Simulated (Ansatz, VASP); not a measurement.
## Two plane-wave programs on MgS

```
CELL_PARAMETERS angstrom
-0.00245 -2.61409 -2.61941
-2.61733 -0.00203 -2.61982
2.61214 2.61015 -5.23237
ATOMIC_POSITIONS crystal
Mg 0.00010 0.99988 0.99986
Mg 0.50038 0.49962 0.49989
S 0.24982 0.25027 0.25011
S 0.74970 0.75023 0.75014
```

Change from the starting cell: cell x2, atoms moved at random (sigma 0.05 Å) and cell strained at random (1.5 %), then relaxed without symmetry.

Alike in both runs: functional PBE; k mesh 6 × 6 × 6; occupations gaussian, width 0.1 eV; no spin polarisation.

Ansatz relaxed the structure, and its values are those at the end. VASP's run is a single point on that final structure, the one shown.

|  | VASP | Ansatz |
| --- | --- | --- |
| version | VASP 6.6.1 | Ansatz 0.2.0 |
| potentials or method | VASP PAW PBE potentials, release 64 (Mg, S), cutoff 520 eV | scalar-relativistic, plane waves, PAW |
| valence electrons in the cell | 16 | 32 |

```tsv
	VASP	Ansatz	Ansatz less VASP
gap on the k mesh at the Fermi level (eV)	2.73	2.74	+0.015
least direct gap on the mesh (eV)	3.30	3.32	+0.016
pressure (GPa)	-0.3	0.0	+0.29
rms of the force components (eV/Å)	0.004	0.004	0.0000
```

VASP's potentials hold 16 valence electrons a cell and Ansatz's 32, so a difference there can come from the potentials and not from the codes.
